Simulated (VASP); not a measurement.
Set up this calculation in VASP 6.6.1, as the native input.

- Task: single point
- Functional: PBE
- Potentials or basis: VASP PAW PBE potentials, release 64 (B, F)
- Cutoff: 600 eV
- k mesh: 8 × 8 × 8
- Occupations: gaussian, width 0.2 eV
- Spin: no spin polarisation
- Dipole correction: no
- Further INCAR settings: ALGO = Normal; EDIFF = 1e-06; NBANDS = 12

The structure of BF lies in POSCAR:

```
BF
1.0
    0.0000000000      2.3173852680      2.3173852680
    2.3173852680      0.0000000000      2.3173852680
    2.3173852680      2.3173852680      0.0000000000
B F
1 1
Direct
    0.0000000000      0.0000000000      0.0000000000
    0.5000000000      0.5000000000      0.5000000000
```

The input as run:

INCAR

```
ALGO = Normal
EDIFF = 1E-6
ENCUT = 600
GGA = PE
GGA_COMPAT = False
ISIF = 2
ISMEAR = 0
LASPH = True
LCHARG = False
LREAL = False
LWAVE = False
NBANDS = 12
NELM = 120
PREC = Accurate
SIGMA = 0.2
```

KPOINTS

```
k-points
0
Gamma
  8 8 8
```

Potentials or basis: VASP PAW PBE potentials, release 64 (B, F).

Run with:

```bash
$ cat potpaw_PBE.64/B/POTCAR potpaw_PBE.64/F/POTCAR > POTCAR
$ mpirun -np 1 vasp_std > vasp.out
```

It gave:

```json
{
 "Pressure": "-0.3 GPa",
 "Band gap on the k mesh": "0.27 eV, direct"
}
```

Wall time 18 s on 1 thread of Intel Xeon 8259CL, with other jobs on the host, peak memory 0.15 GiB.
